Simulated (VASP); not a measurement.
Here is a VASP 6.6.1 calculation.

INCAR

```
PREC = Accurate
ENCUT = 520
EDIFF = 1E-8
ISMEAR = -1
SIGMA = 0.05
LREAL = False
LASPH = True
NELM = 60
ALGO = Normal
ISIF = 2
LWAVE = False
LCHARG = False
GGA = PE
LEFG = True
NBANDS = 12
```

The input KPOINTS:

```
Automatic mesh
0
Gamma
  9 9 9
```

The input POSCAR:

```
Sb
1.0
    2.0758155868      1.1532306756      3.6931162498
   -2.2253850772      1.2177486856      3.7576342598
   -0.0189105096     -2.5394593611      3.7812494904
Sb
2
Direct
    0.2336400000      0.2336400000      0.2336400000
    0.7663600000      0.7663600000      0.7663600000
```

Potentials or basis: VASP PAW PBE potentials, release 64 (Sb).

Run with:

```sh
$ cat potpaw_PBE.64/Sb/POTCAR > POTCAR
$ mpirun -np 1 vasp_std > vasp.out
```

Q: Predict the pressure.

A: 3.3 GPa.

Q: Predict the band gap on the k mesh.

A: Zero (band 5 reaches 7.38 eV, above the bottom of band 6 at 7.27 eV).

Q: What does it give for the largest force?

A: 0.305 eV/Å.

Forces on the atoms (eV/Å):
```
Sb   0.083  0.152  0.251
Sb  -0.083 -0.152 -0.251
```

Caveat: the cell differs from its parent crystal (equal xy, yz and zx shear strains of -3 %); without QUAD_EFG the Cq values of the log hold for a quadrupole moment of 1 mb, not for the nuclei; spin-orbit coupling is left out, which moves the levels of the heavy elements.
